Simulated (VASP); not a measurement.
Here is a VASP 6.6.1 calculation.

The input INCAR:

```
SYSTEM = MgS
PREC = Accurate
ENCUT = 520
EDIFF = 1E-8
ISMEAR = -1
SIGMA = 0.03
LREAL = .FALSE.
LASPH = .TRUE.
NELM = 60
ALGO = Normal
ISIF = 2
LWAVE = .FALSE.
LCHARG = .FALSE.
GGA = PS
LEFG = .TRUE.
NBANDS = 11
```

The input KPOINTS:

```
regular mesh
0
G
  10 10 10
  0 0 0
```

Contents of POSCAR:

```
MgS
1.0
    0.0000000000      2.6016500000      2.5496170000
    2.6016500000      0.0000000000      2.5496170000
    2.6016500000      2.6016500000      0.0000000000
Mg S
1 1
Direct
    0.0000000000      0.0000000000      0.0000000000
    0.5000000000      0.5000000000      0.5000000000
```

Potentials or basis: VASP PAW PBE potentials, release 64 (Mg, S).

Run with:

```sh
$ cat potpaw_PBE.64/Mg/POTCAR potpaw_PBE.64/S/POTCAR > POTCAR
$ mpirun -np 1 vasp_std > vasp.out
```

Q: What does it give for the band gap on the k mesh?

A: 2.65 eV, indirect (least direct gap 3.72 eV).

Q: Estimate the pressure.

A: 0.5 GPa.

Stress tensor (GPa, compression positive):
```
-0.31  0.00  0.00
 0.00 -0.31  0.00
 0.00  0.00  2.11
```

Caveat: the cell differs from its parent crystal (zz strain of -2 %); without QUAD_EFG the Cq values of the log hold for a quadrupole moment of 1 mb, not for the nuclei; the PAW data sets were made with another functional, which shifts forces and pressure a little. A k mesh can miss the band edges.
